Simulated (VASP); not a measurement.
Wanted: the native input for a VASP 6.6.1 run.

* Task: single point
* Functional: PBE
* Potentials or basis: VASP PAW PBE potentials, release 64 (Zr_sv, Y_sv)
* Cutoff: 520 eV
* k mesh: 13 × 13 × 1
* Occupations: fermi-dirac, width 0.1 eV
* Spin: no spin polarisation
* Dipole correction: yes
* Further INCAR settings: ALGO = Normal; EDIFF = 1e-06; NBANDS = 36

The structure of Y4Zr lies in POSCAR:

```
Y4Zr
1.0
    3.6526183111      0.0000000000      0.0000000000
   -1.8263091556      3.1632602477      0.0000000000
    0.0000000000      0.0000000000     27.3984000000
Zr Y
1 4
Direct
    0.0000000000      0.0000000000      0.2940745976
    0.3333333333      0.6666666667      0.3952323815
    0.0000000000      0.0000000000      0.5000000204
    0.3333333333      0.6666666667      0.6047675625
    0.0000000000      0.0000000000      0.7059254377
```

One way to write it, as run:

INCAR

```
  PREC = Accurate
  ENCUT = 520
  EDIFF = 1E-6
  ISMEAR = -1
  SIGMA = 0.1
  LREAL = F
  LASPH = T
  NELM = 80
  ALGO = Normal
  ISIF = 2
  LWAVE = F
  LCHARG = F
  LDIPOL = T
  IDIPOL = 3
  DIPOL = 0.5 0.5 0.500
  GGA = PE
  NBANDS = 36
```

KPOINTS

```
regular mesh
0
Gamma
  13 13 1
```

Potentials or basis: VASP PAW PBE potentials, release 64 (Zr_sv, Y_sv).

The run is started by

```sh
$ cat potpaw_PBE.64/Zr_sv/POTCAR potpaw_PBE.64/Y_sv/POTCAR > POTCAR
$ mpirun -np 1 vasp_std > vasp.out
```

It gave:

```
Largest force          : 0.981 eV/Å
Band gap on the k mesh : zero (bands 28 and 29 overlap by 0.94 eV)
```

It took 15 min on 1 thread of Intel(R) Xeon(R) 6975P-C (Granite Rapids) (shared host), peak memory 0.54 GiB.
